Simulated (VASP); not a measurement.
A run of VASP 6.6.1 is set up as follows.

POSCAR

```
MgSe
1.0
    0.0000000000      2.7362756101      2.7362756101
    2.7362756101      0.0000000000      2.7362756101
    2.7362756101      2.7362756101      0.0000000000
Mg Se
1 1
Direct
    0.0000000000      0.0000000000      0.0000000000
    0.5000000000      0.5000000000      0.5000000000
```

Contents of INCAR.step1:

```
SYSTEM = MgSe
ALGO     = Normal         ! electronic algorithm
EDIFF    = 1E-5           ! SCF threshold, eV
ENCUT    = 520            ! plane-wave cutoff, eV
GGA      = PE             ! functional
GGA_COMPAT= .FALSE.      
ISIF     = 2              ! what is computed and relaxed
ISMEAR   = 0              ! smearing method
LASPH    = .TRUE.         ! aspherical terms in the spheres
LREAL    = .FALSE.        ! projectors in reciprocal space
LWAVE    = .TRUE.         ! write WAVECAR
NBANDS   = 11             ! bands
NELM     = 120            ! most SCF steps
PREC     = Accurate       ! precision mode
SIGMA    = 0.01           ! smearing width, eV
```

File INCAR.step2:

```
SYSTEM = MgSe
ALGO     = Normal         ! electronic algorithm
EDIFF    = 1E-6           ! SCF threshold, eV
ENCUT    = 520            ! plane-wave cutoff, eV
GGA      = PE             ! functional
GGA_COMPAT= .FALSE.      
HFSCREEN = 0.2079         ! screening, 1/A
ISIF     = 2              ! what is computed and relaxed
ISMEAR   = 0              ! smearing method
ISTART   = 1            
LASPH    = .TRUE.         ! aspherical terms in the spheres
LCHARG   = .TRUE.         ! write CHGCAR
LELF     = .TRUE.         ! ELF
LHFCALC  = .TRUE.         ! exact exchange
LREAL    = .FALSE.        ! projectors in reciprocal space
LVHAR    = .TRUE.       
LWAVE    = .FALSE.        ! write WAVECAR
NBANDS   = 11             ! bands
NELM     = 120            ! most SCF steps
PREC     = Accurate       ! precision mode
PRECFOCK = Normal       
SIGMA    = 0.01           ! smearing width, eV
```

The input KPOINTS:

```
k-points
0
G
  6 6 6
  0 0 0
```

Potentials or basis: VASP PAW PBE potentials, release 64 (Mg, Se).

The run is started by

```console
$ cat potpaw_PBE.64/Mg/POTCAR potpaw_PBE.64/Se/POTCAR > POTCAR
$ cp INCAR.step1 INCAR
$ mpirun -np 1 vasp_std > vasp.out
$ cp INCAR.step2 INCAR
$ mpirun -np 1 vasp_std > vasp.out
```

Task: What does it give for the band gap on the k mesh?

Result: 2.62 eV (least direct gap 3.50 eV).

Task: Predict the pressure.

Result: -0.6 GPa.

Caveat: the PAW data sets were made with another functional, which shifts forces and pressure a little. A k mesh can miss the band edges.
